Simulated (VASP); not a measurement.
# Zn4O (P31m) in VASP: notebook

The runs below take Zn4O through single point, relaxation of cell and atoms, with PBE.

Program: VASP 6.6.1. These are calculated values, not measurements. Logs are shortened: lines on timing, memory, paths and dates and some standing lists are left out, and cuts for length are marked.

**1. The cell of the first run**

The structure is trigonal, space group P31m (No. 157). The conventional cell has a = 4.581 Å, b = 4.581 Å, c = 5.340 Å, α = 90.00°, β = 90.00°, γ = 120.00°. Zn (site symmetry m) has 1 O at 2.10 Å and 7 Zn at 2.58 to 2.77 Å within 2.8 Å. Zn (site symmetry 3m) has 1 O at 1.87 Å within 2.5 Å. Within 2.5 Å of O (site symmetry 3m) lie 4 Zn at 1.87 to 2.10 Å.

**2. Single point, PBE**

Contents of INCAR:

```
PREC = Accurate ; ENCUT = 520
EDIFF = 1E-6 ; ISMEAR = 0
SIGMA = 0.2 ; LREAL = F
LASPH = T ; NELM = 100
ALGO = Normal ; ISIF = 2
LWAVE = F ; LCHARG = F
GGA = PE ; NBANDS = 35
```

Contents of KPOINTS:

```
regular mesh
0
Gamma
  5 5 3
```

Contents of POSCAR:

```
Zn4O
1.0
    4.5811228032      0.0000000032      0.0000000000
   -2.2905614043      3.9673687238      0.0000000000
    0.0000000000      0.0000000000      5.3399628228
Zn O
4 1
Direct
    0.3490941584      0.0000000000      0.6490820762
    0.0000000000      0.3490941584      0.6490820762
    0.6509058416      0.6509058416      0.6490820762
    0.0000000000      0.0000000000      0.2533696528
    0.0000000000      0.0000000000      0.9033669485
```

Potentials or basis: VASP PAW PBE potentials, release 64 (Zn, O).

Command:

```
cat potpaw_PBE.64/Zn/POTCAR potpaw_PBE.64/O/POTCAR > POTCAR
mpirun -np 1 vasp_std > vasp.out
```

OUTCAR:

```text
PREC = Accurate
   ENCUT = 520
   EDIFF = 1E-6
   ISMEAR = 0
   LREAL = F
   LASPH = T
   NELM = 100
   ISIF = 2
   GGA = PE

 ion  position               nearest neighbor table
   1  0.349  0.000  0.649-   5 2.10   3 2.58   3 2.58   2 2.58   2 2.58   4 2.65   2 2.77   3 2.77

   2  0.000  0.349  0.649-   5 2.10   3 2.58   1 2.58   3 2.58   1 2.58   4 2.65   1 2.77   3 2.77

   3  0.651  0.651  0.649-   5 2.10   1 2.58   2 2.58   1 2.58   2 2.58   4 2.65   2 2.77   1 2.77

   4  0.000  0.000  0.253-   5 1.87   2 2.65   1 2.65   3 2.65
   5  0.000  0.000  0.903-   4 1.87   2 2.10   1 2.10   3 2.10

  LATTYP: Found a hexagonal cell.
 ALAT       =     4.5811228032
 C/A-ratio  =     1.1656449853

  Lattice vectors:

 A1 = (   4.5811228032,   0.0000000032,   0.0000000000)
 A2 = (  -2.2905614043,   3.9673687238,   0.0000000000)
 A3 = (   0.0000000000,   0.0000000000,   5.3399628228)

Analysis of symmetry for initial positions (statically):
=====================================================================
 Subroutine PRICEL returns:
 Original cell was already a primitive cell.

 Routine SETGRP: Setting up the symmetry group for a
 hexagonal supercell.

 Subroutine GETGRP returns: Found  6 space group operations
 (whereof  6 operations were pure point group operations)
 out of a pool of 24 trial point group operations.

The static configuration has the point symmetry C_3v.

Analysis of symmetry for dynamics (positions and initial velocities):
=====================================================================
 Subroutine PRICEL returns:
 Original cell was already a primitive cell.

 Routine SETGRP: Setting up the symmetry group for a
 hexagonal supercell.

 Subroutine GETGRP returns: Found  6 space group operations
 (whereof  6 operations were pure point group operations)
 out of a pool of 24 trial point group operations.

The dynamic configuration has the point symmetry C_3v.

 Subroutine INISYM returns: Found  6 space group operations
 (whereof  6 operations are pure point group operations),
 and found     1 'primitive' translations

----------------------------------------------------------------------------------------

                                     Primitive cell

  volume of cell :      97.0538

  direct lattice vectors                    reciprocal lattice vectors
     4.581122803  0.000000003  0.000000000     0.218287097  0.126028115  0.000000000
    -2.290561404  3.967368724  0.000000000    -0.000000000  0.252056229  0.000000000
     0.000000000  0.000000000  5.339962823     0.000000000  0.000000000  0.187267221

  length of vectors
     4.581122803  4.581122803  5.339962823     0.252056229  0.252056229  0.187267221

  position of ions in fractional coordinates (direct lattice)
     0.349094158  0.000000000  0.649082076
     0.000000000  0.349094158  0.649082076
     0.650905842  0.650905842  0.649082076
     0.000000000  0.000000000  0.253369653
     0.000000000  0.000000000  0.903366949

  ion indices of the primitive-cell ions
   primitive index   ion index
                 1           1
                 2           2
                 3           3
                 4           4
                 5           5

----------------------------------------------------------------------------------------

 KPOINTS: regular mesh

Automatic generation of k-mesh.
 Grid dimensions read from file:
 generate k-points for:    5    5    3

 Generating k-lattice:

  Cartesian coordinates                     Fractional coordinates (reciprocal lattice)
     0.043657419  0.025205623  0.000000000     0.200000000  0.000000000  0.000000000
    -0.000000000  0.050411246  0.000000000    -0.000000000  0.200000000  0.000000000
     0.000000000  0.000000000  0.062422407     0.000000000  0.000000000  0.333333333

  Length of vectors
     0.050411246  0.050411246  0.062422407

  Shift w.r.t. Gamma in fractional coordinates (k-lattice)
     0.000000000  0.000000000  0.000000000

 Subroutine IBZKPT returns following result:
 ===========================================

 Found     12 irreducible k-points:

 Following reciprocal coordinates:
            Coordinates               Weight
  0.000000  0.000000  0.000000      1.000000
  0.200000  0.000000  0.000000      6.000000
  0.400000  0.000000  0.000000      6.000000
  0.200000  0.200000  0.000000      6.000000
  0.400000  0.200000  0.000000      6.000000
  0.000000  0.000000  0.333333      2.000000
  0.200000  0.000000  0.333333     12.000000
  0.400000  0.000000  0.333333     12.000000
  0.200000  0.200000  0.333333      6.000000
 -0.200000  0.400000  0.333333      6.000000
  0.400000  0.200000  0.333333      6.000000
 -0.200000 -0.400000  0.333333      6.000000
   k-points           NKPTS =     12   k-points in BZ     NKDIM =     12   number of bands    NBANDS=     35
   number of dos      NEDOS =    301   number of ions     NIONS =      5
   total plane-waves  NPLWV =  51840
   dimension x,y,z NGX =    36 NGY =   36 NGZ =   40
   dimension x,y,z NGXF=    72 NGYF=   72 NGZF=   80
   ions per type =               4   1
   NGX,Y,Z   is equivalent  to a cutoff of  13.06, 13.06, 12.45 a.u.
   NGXF,Y,Z  is equivalent  to a cutoff of  26.13, 26.13, 24.91 a.u.
 SYSTEM =  unknown system
   PREC   = accura    normal or accurate (medium, high low for compatibility)
   ISTART =      0    job   : 0-new  1-cont  2-samecut
   ICHARG =      2    charge: 1-file 2-atom 10-const
   ISPIN  =      1    spin polarized calculation?
   LNONCOLLINEAR =      F non collinear calculations
   LSORBIT =      F    spin-orbit coupling
   LASPH  =      T    aspherical Exc in radial PAW
   ENCUT  =  520.0 eV  38.22 Ry    6.18 a.u.   8.52  8.52  9.93*2*pi/ulx,y,z
   NELM   =    100;   NELMIN=  2; NELMDL= -5     # of ELM steps
   EDIFF  = 0.1E-05   stopping-criterion for ELM
   LREAL  =      F    real-space projection
   EDIFFG = 0.1E-04   stopping-criterion for IOM
   NSW    =      0    number of steps for IOM
   IBRION =     -1    ionic relax: 0-MD 1-quasi-New 2-CG
   NFREE  =      0    steps in history (QN), initial steepest desc. (CG)
   ISIF   =      2    stress and relaxation
   ISYM   =      2    0-nonsym 1-usesym 2-fastsym
   POTIM  = 0.5000    time-step for ionic-motion
   TEBEG  =    0.0;   TEEND  =   0.0 temperature during run
   PSTRESS=    0.0 pullay stress
   NELECT =      54.0000    total number of electrons
   NUPDOWN=      -1.0000    fix difference up-down
   EMIN   =  10.00;   EMAX   =-10.00  energy-range for DOS
   EFERMI =   0.00;   METHOD = LEGACY
   ISMEAR =     0;   SIGMA  =   0.20  broadening in eV -4-tet -1-fermi 0-gaus
   EFERMI_NEDOS =   21; number of points for ismear=-14 and -15
   IALGO  =     38    algorithm
   IMIX   =      4    mixing-type and parameters
     AMIX     =   0.40;   BMIX     =  1.00
     AMIX_MAG =   1.60;   BMIX_MAG =  1.00
  volume/ion in A,a.u.               =      19.41       130.99
  Fermi-wavevector in a.u.,A,eV,Ry     =   1.346486  2.544490 24.667696  1.813025
  Thomas-Fermi vector in A             =   2.474314
   LORBIT       =      0    0 simple, 1 ext, 2 COOP (PROOUT), +10 PAW based schemes
   GGA     = PE    functional components
   LHFCALC =     F    Hartree Fock is set to
   AEXX    =    0.0000 exact exchange contribution
   IVDW    =     0    specifies the selected vdW correction
   LEPSILON=     F    determine dielectric tensor
   LRPA    =     F    only Hartree local field effects (RPA)
 non-spin polarized calculation
 Gauss-broadening in eV      SIGMA  =   0.20
  energy-cutoff  :      520.00
  volume of cell :       97.05
 maximum number of plane-waves:      2653
 NGX is ok and might be reduce to    36
   NGX = 17   NGY = 17   NGZ = 19

 number of electron      54.0000081 magnetization

 Free energy of the ion-electron system (eV)
  ---------------------------------------------------
  ext. energy  EPLUGINS =         0.00000000
  ---------------------------------------------------
  free energy    TOTEN  =       -10.89477570 eV

  energy without entropy =      -10.88109357  energy(sigma->0) =      -10.88793464

 E-fermi :   1.1752     XC(G=0):  -9.2413

 val. band max:        0.6601727500   @ k =   0.2000   0.0000   0.0000
 cond. band min:       1.2298844176   @ k =  -0.2000   0.4000   0.3333
 fundamental gap:      0.5697116676
 Fermi energy:         1.1751568779

 k-point     1 :       0.0000    0.0000    0.0000
  band No.  band energies     occupation
      1     -17.7871      2.00000
      2      -7.6431      2.00000
      3      -6.8753      2.00000
      4      -6.6253      2.00000
      5      -6.6253      2.00000
      6      -6.4050      2.00000
[... 27 lines left out ...]
     34       7.8372      0.00000
     35       7.8372      0.00000

 k-point     2 :       0.2000    0.0000    0.0000
  band No.  band energies     occupation
      1     -17.7764      2.00000
      2      -7.4060      2.00000
      3      -6.9260      2.00000
      4      -6.6956      2.00000
      5      -6.6365      2.00000
      6      -6.5556      2.00000
[... 27 lines left out ...]
     34       7.5223      0.00000
     35       7.8904      0.00000

 k-point     3 :       0.4000    0.0000    0.0000
  band No.  band energies     occupation
      1     -17.7594      2.00000
      2      -7.1416      2.00000
      3      -6.9100      2.00000
      4      -6.7354      2.00000
      5      -6.6300      2.00000
      6      -6.6178      2.00000
[... 27 lines left out ...]
     34       8.3750      0.00000
     35       8.9470      0.00000

 k-point     4 :       0.2000    0.2000    0.0000
  band No.  band energies     occupation
      1     -17.7626      2.00000
      2      -7.1519      2.00000
      3      -6.9024      2.00000
      4      -6.7969      2.00000
      5      -6.7763      2.00000
      6      -6.6327      2.00000
[... 27 lines left out ...]
     34       7.4896      0.00000
     35       8.6377      0.00000

 k-point     5 :       0.4000    0.2000    0.0000
  band No.  band energies     occupation
      1     -17.7541      2.00000
      2      -7.1280      2.00000
      3      -6.9354      2.00000
      4      -6.8672      2.00000
      5      -6.7520      2.00000
      6      -6.5900      2.00000
[... 27 lines left out ...]
     34       7.5541      0.00000
     35       8.6729      0.00000

 k-point     6 :       0.0000    0.0000    0.3333
  band No.  band energies     occupation
      1     -17.7737      2.00000
      2      -8.0079      2.00000
      3      -6.8013      2.00000
      4      -6.5534      2.00000
      5      -6.5534      2.00000
      6      -6.3895      2.00000
[... 27 lines left out ...]
     34       8.1918      0.00000
     35       8.1918      0.00000

 k-point     7 :       0.2000    0.0000    0.3333
  band No.  band energies     occupation
      1     -17.7639      2.00000
      2      -7.8043      2.00000
      3      -6.8440      2.00000
      4      -6.6166      2.00000
      5      -6.5967      2.00000
      6      -6.5332      2.00000
[... 27 lines left out ...]
     34       7.6736      0.00000
     35       8.0006      0.00000

 k-point     8 :       0.4000    0.0000    0.3333
  band No.  band energies     occupation
      1     -17.7478      2.00000
      2      -7.4882      2.00000
      3      -6.9006      2.00000
      4      -6.6898      2.00000
      5      -6.6254      2.00000
      6      -6.5607      2.00000
[... 27 lines left out ...]
     34       8.9397      0.00000
     35       9.3924      0.00000

 k-point     9 :       0.2000    0.2000    0.3333
  band No.  band energies     occupation
      1     -17.7510      2.00000
      2      -7.5437      2.00000
      3      -6.8829      2.00000
      4      -6.8173      2.00000
      5      -6.5800      2.00000
      6      -6.5501      2.00000
[... 27 lines left out ...]
     34       8.5203      0.00000
     35       9.3646      0.00000

 k-point    10 :      -0.2000    0.4000    0.3333
  band No.  band energies     occupation
      1     -17.7509      2.00000
      2      -7.5551      2.00000
      3      -6.8910      2.00000
      4      -6.8141      2.00000
      5      -6.5823      2.00000
      6      -6.5662      2.00000
[... 27 lines left out ...]
     34       8.9533      0.00000
     35       9.1352      0.00000

 k-point    11 :       0.4000    0.2000    0.3333
  band No.  band energies     occupation
      1     -17.7430      2.00000
      2      -7.4282      2.00000
      3      -6.9427      2.00000
      4      -6.8958      2.00000
      5      -6.5569      2.00000
      6      -6.4894      2.00000
[... 27 lines left out ...]
     34       8.7490      0.00000
     35       8.7996      0.00000

 k-point    12 :      -0.2000   -0.4000    0.3333
  band No.  band energies     occupation
      1     -17.7429      2.00000
      2      -7.4501      2.00000
      3      -6.9448      2.00000
      4      -6.8985      2.00000
      5      -6.5699      2.00000
      6      -6.4921      2.00000
[... 27 lines left out ...]
     34       8.5793      0.00000
     35       8.8023      0.00000

------------------------ aborting loop because EDIFF is reached ----------------------------------------

  FORCE on cell =-STRESS in cart. coord.  units (eV):
  Direction    XX          YY          ZZ          XY          YZ          ZX
  --------------------------------------------------------------------------------------
  -------------------------------------------------------------------------------------
  Total        0.3216575      0.3216575      0.2479341      0.0000000     -0.0000000      0.0000000
  in kB        5.3099633      5.3099633      4.0929277      0.0000000     -0.0000000      0.0000000
  external PRESSURE =       4.9042847 kB  Pullay stress =       0.0000000 kB

 VOLUME and BASIS-vectors are now :
 -----------------------------------------------------------------------------
  energy-cutoff  :      520.00
  volume of cell :       97.05
      direct lattice vectors                 reciprocal lattice vectors
     4.581122803  0.000000003  0.000000000     0.218287097  0.126028115  0.000000000
    -2.290561404  3.967368724  0.000000000    -0.000000000  0.252056229  0.000000000
     0.000000000  0.000000000  5.339962823     0.000000000  0.000000000  0.187267221

 POSITION                                       TOTAL-FORCE (eV/Angst)
 -----------------------------------------------------------------------------------
      1.59924      0.00000      3.46607         0.038514      0.000000     -0.001271
     -0.79962      1.38499      3.46607        -0.019257      0.033354     -0.001271
      1.49094      2.58238      3.46607        -0.019257     -0.033354     -0.001271
      0.00000      0.00000      1.35298         0.000000      0.000000      0.055803
      0.00000      0.00000      4.82395        -0.000000     -0.000000     -0.051989
 -----------------------------------------------------------------------------------
    total drift:                               -0.000000     -0.000001      0.000960

  FREE ENERGIE OF THE ION-ELECTRON SYSTEM (eV)
  ---------------------------------------------------
  free  energy   TOTEN  =       -10.8947757010 eV

  energy  without entropy=      -10.8810935711  energy(sigma->0) =      -10.88793464
```

Wall time 19 s (1 thread of Intel Xeon 6975P-C (Granite Rapids), shared host); peak memory 0.21 GiB.

What came out:

```
Free energy            : -10.8948 eV
Pressure               : 0.5 GPa
Largest force          : 0.056 eV/Å
Band gap on the k mesh : zero (band 27 reaches 3.18 eV, above the bottom of band 28 at 1.23 eV)
```

Forces in eV/Å, atoms in the order of the input:
```
Zn   0.039  0.000 -0.001
Zn  -0.019  0.033 -0.001
Zn  -0.019 -0.033 -0.001
Zn   0.000  0.000  0.056
O    0.000  0.000 -0.052
```

Levels at points of the mesh, in eV from the Fermi level:
```
           k point  band 23  band 24  band 25  band 26  band 27  band 28  band 29  band 30  band 31  band 32
(0.00, 0.00, 0.00)    -4.81    -3.88    -3.88    -1.22     1.93     2.22     2.43     2.43     2.96     2.96
```

Caveat: the k points lie up to 0.39 Å⁻¹ apart.

**3. Relaxation of cell and atoms, PBE**

This run uses another cell than the first one, of 15.34 Å³/atom, 0.790 times its volume.

Contents of INCAR:

```
SYSTEM = Zn4O
PREC = Accurate ; ENCUT = 600
EDIFF = 1E-6 ; ISMEAR = 0
SIGMA = 0.2 ; LREAL = .False.
LASPH = .True. ; NELM = 80
ALGO = Normal ; ISIF = 3
LWAVE = .False. ; LCHARG = .False.
GGA = PE ; IBRION = 2
NSW = 36 ; EDIFFG = -0.08
```

Contents of KPOINTS:

```
Automatic mesh
0
Gamma
  5 5 3
  0 0 0
```

Contents of POSCAR:

```
Zn4O
1.0
    4.1912469100      0.0000000000      0.0000000000
   -2.0956234600      3.6297263000      0.0000000000
    0.0000000000      0.0000000000      5.0406430900
Zn O
4 1
Direct
    0.3611365400      0.0000000000      0.6799309000
    0.0000000000      0.3611365400      0.6799309000
    0.6388634600      0.6388634600      0.6799309000
    0.0000000000      0.0000000000      0.2774208300
    0.0000000000      0.0000000000      0.7867693000
```

Potentials or basis: VASP PAW PBE potentials, release 64 (Zn, O).

Command:

```
cat potpaw_PBE.64/Zn/POTCAR potpaw_PBE.64/O/POTCAR > POTCAR
mpirun -np 1 vasp_std > vasp.out
```

It took 4.9 min on 1 thread of Intel Xeon 6975P-C (Granite Rapids), shared host; peak memory 0.24 GiB.

It converged, with:

- Free energy: -10.8880 eV
- Relaxed volume: 19.57 Å³/atom
- Relaxed cell: a = 4.600 Å, b = 4.600 Å, c = 5.340 Å, α = 90.00°, β = 90.00°, γ = 120.00°
- Space group after relaxing (to 0.05 Å): P31m (No. 157)
- Energy gained by relaxing: 1351.0 meV/atom
- Ionic steps: 21
- Pressure after relaxing: 0.1 GPa
- Largest force after relaxing: 0.044 eV/Å
- Band gap on the k mesh: zero (band 27 reaches 3.09 eV, above the bottom of band 28 at 1.19 eV)

Forces on the atoms (eV/Å):
```
Zn   0.008  0.000 -0.017
Zn  -0.004  0.007 -0.017
Zn  -0.004 -0.007 -0.017
Zn   0.000  0.000  0.044
O    0.000  0.000  0.007
```

Step by step:
```
step  energy change (eV)  largest force (eV/Å)  pressure (GPa)  volume (Å³)
   1              0.0000               11.6127           56.93        76.68
   2             -3.0506                1.2513           -9.54       152.83
   3             -5.7708                1.1162           -2.64       105.20
   4             -5.7992                1.1090           -1.87       103.86
   5             -5.8301                1.3334            0.36       100.44
   6             -5.8297                1.2867           -0.03       100.95
   7             -6.0916                1.2362           -1.20       101.64
   8             -6.3378                2.0279           -1.25       103.61
   9             -6.3823                0.6918           -2.09       102.72
  10             -6.4109                0.6248           -1.97       103.01
  11             -6.5766                0.7487            0.63        98.77
  12             -6.6075                1.0713            2.52        96.23
  13             -6.7102                0.6894            1.20        97.27
  14             -6.7200                0.8211            0.94        97.68
  15             -6.7481                0.1236           -0.67        99.46
  16             -6.7481                0.1088           -0.68        99.50
  17             -6.7530                0.1819           -0.12        98.54
  18             -6.7533                0.2074           -0.17        98.38
  19             -6.7532                0.2604            0.12        98.05
  20             -6.7533                0.2291            0.04        98.24
  21             -6.7552                0.0441            0.12        97.86
```

Final structure:
```
Zn O
1.0
     4.59999    0.00000    0.00000
    -2.30000    3.98371    0.00000
     0.00000    0.00000    5.34030
Zn O
4 1
Direct
  0.35021 0.00000 0.64999
  0.00000 0.35021 0.64999
  0.64979 0.64979 0.64999
  0.00000 0.00000 0.25264
  0.00000 0.00000 0.90137
```

Levels at points of the mesh, in eV from the Fermi level:
```
           k point  band 25  band 26  band 27  band 28  band 29  band 30
(0.00, 0.00, 0.00)    -3.89    -1.22     1.88     2.20     2.41     2.41
```

Caveat: the k points lie up to 0.39 Å⁻¹ apart in the final cell; the volume moved by over 15 % at a fixed basis, so the end points are rough; the relaxation stopped at a loose force limit of 0.08 eV/Å, so its end isn't a converged minimum.
